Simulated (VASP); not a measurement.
The system is Fe.

```
CELL_PARAMETERS angstrom
1.85564 -1.77506 0.00000
1.85564 1.77506 0.00000
0.00000 0.00000 3.85562
ATOMIC_POSITIONS crystal
Fe 0.12500 0.87500 0.25000
Fe 0.87500 0.12500 0.75000
```

The cell was built from a structure type or drawn by symmetry, and may not be a known phase.

```yaml
Program: VASP 6.6.1
Task: relaxation of cell and atoms
Functional: PBE
Potentials_or_basis: VASP PAW PBE potentials, release 64 (Fe)
Cutoff: 600 eV
k_mesh: 6 × 6 × 4
Occupations: gaussian, width 0.1 eV
Spin: collinear spin, ferromagnetic start
Starting_moments: "[4.0, 4.0] μB"
```

At the start: pressure 0.0 GPa; volume 12.70 Å³/atom.

**Question.** How do energy, volume and symmetry change on relaxing?

**Answer.** Over 19 steps the energy falls by 676.5 meV/atom and the volume is 11.35 Å³/atom (-10.6 %); space group Cmcm (No. 63, to 0.1 Å) before, Im-3m (No. 229, to 0.1 Å); moment 4.43 μB per cell.

The path:
| step | energy change (eV) | largest force (eV/Å) | pressure (GPa) | volume (Å³) |
| --- | --- | --- | --- | --- |
| 1 | 0.0000 | 2.2871 | 0.03 | 25.40 |
| 2 | -0.6465 | 1.1313 | -6.75 | 25.25 |
| 3 | -0.7238 | 0.7872 | -5.99 | 25.02 |
| 4 | -0.7234 | 0.8319 | -6.35 | 25.06 |
| 5 | -0.8693 | 0.7774 | 5.42 | 23.13 |
| 6 | -0.8818 | 0.7265 | 12.20 | 22.34 |
| 7 | -0.9642 | 0.5853 | 10.68 | 22.38 |
| 8 | -1.0645 | 0.0101 | 7.84 | 22.42 |
| 9 | -1.1091 | 0.0178 | 1.75 | 23.30 |
| 10 | -1.1237 | 0.0268 | -1.80 | 24.05 |
| 11 | -1.1238 | 0.0280 | -2.63 | 24.17 |
| 12 | -1.1433 | 0.0267 | -3.36 | 24.05 |
| 13 | -1.2188 | 0.0269 | -4.23 | 23.63 |
| 14 | -1.3286 | 0.0216 | 1.43 | 22.62 |
| 15 | -1.3381 | 0.0153 | 1.16 | 22.63 |
| 16 | -1.3384 | 0.0162 | 1.16 | 22.63 |
| 17 | -1.3471 | 0.0129 | -0.11 | 22.76 |
| 18 | -1.3513 | 0.0082 | -1.83 | 22.93 |
| 19 | -1.3529 | 0.0046 | 0.10 | 22.70 |

Final structure:
```xyz
2
Lattice="2.0069 -1.4061 0.0000 2.0069 1.4061 0.0000 0.0000 0.0000 4.0227" Properties=species:S:1:pos:R:3 pbc="T T T"
Fe    2.0069    0.7026    1.0057
Fe    2.0069   -0.7026    3.0170
```

Caveat: the k points lie up to 0.45 Å⁻¹ apart in the final cell.
